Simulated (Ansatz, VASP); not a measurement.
## ZnAu: VASP beside Ansatz

INCAR

```
SYSTEM = ZnAu
ALGO = Fast ; EDIFF = 1E-6
ENCUT = 520 ; GGA = PE
ISIF = 2 ; ISMEAR = 0
LASPH = .TRUE. ; LCHARG = .TRUE.
LELF = .TRUE. ; LREAL = .FALSE.
LVHAR = .TRUE. ; LWAVE = .FALSE.
NBANDS = 18 ; NELM = 100
PREC = Accurate ; SIGMA = 0.15
```

The input KPOINTS:

```
k-points
0
G
  16 16 16
  0 0 0
```

Contents of POSCAR:

```
ZnAu
1.0
    3.1470000000      0.0000000000      0.0000000000
    0.0000000000      3.1470000000      0.0000000000
    0.0000000000      0.0000000000      3.1470000000
Zn Au
1 1
Direct
    0.5000000000      0.5000000000      0.5000000000
    0.0084259626     -0.0084259626      0.0000000000
```

Input for Ansatz:

```yaml
crystal:
  lattice:
    - [3.147, 0.0, 0.0]
    - [0.0, 3.147, 0.0]
    - [0.0, 0.0, 3.147]
  atoms:
    - { symbol: Zn, position: [0.5, 0.5, 0.5] }
    - { symbol: Au, position: [0.0084259626, -0.0084259626, 0.0] }
basis:
  ecutwfc: 420
kpoints:
  mp_grid: { grid: [16, 16, 16] }
hamiltonian:
  xc: pbe
scf:
  occupations: { method: gaussian, width: 0.15 }
output:
  forces: true
  stress: true
  eigenvalues: true
```

Change from the starting cell: all Au atoms moved +0.037 Å, as atom 2 along Cartesian [1 -1 0].

Alike in both runs: task single point; functional PBE; k mesh 16 × 16 × 16; occupations gaussian, width 0.15 eV; no spin polarisation.

|  | VASP | Ansatz |
| --- | --- | --- |
| version | VASP 6.6.1 | Ansatz 0.2.0 |
| potentials or method | VASP PAW PBE potentials, release 64 (Zn, Au), cutoff 520 eV | scalar-relativistic, plane waves, PAW |
| valence electrons in the cell | 23 | 31 |

Ansatz gave:

* gap on the k mesh at the Fermi level (eV): none
* pressure (GPa): 4.9
* traceless stress, the component that is largest in VASP (GPa): -0.07
* rms of the force components (eV/Å): 0.082

Q: Which values does VASP return?

A: gap on the k mesh at the Fermi level (eV): none; pressure (GPa): 4.9; traceless stress, the component that is largest in VASP (GPa): -0.07; rms of the force components (eV/Å): 0.083.

Atom by atom the forces differ by 0.001 eV/Å (rms over components). A gap of «none» marks a metal or a gap that the smearing closes. VASP's potentials hold 23 valence electrons a cell and Ansatz's 31, so a difference there can come from the potentials and not from the codes.

Neither program's run includes spin-orbit coupling.
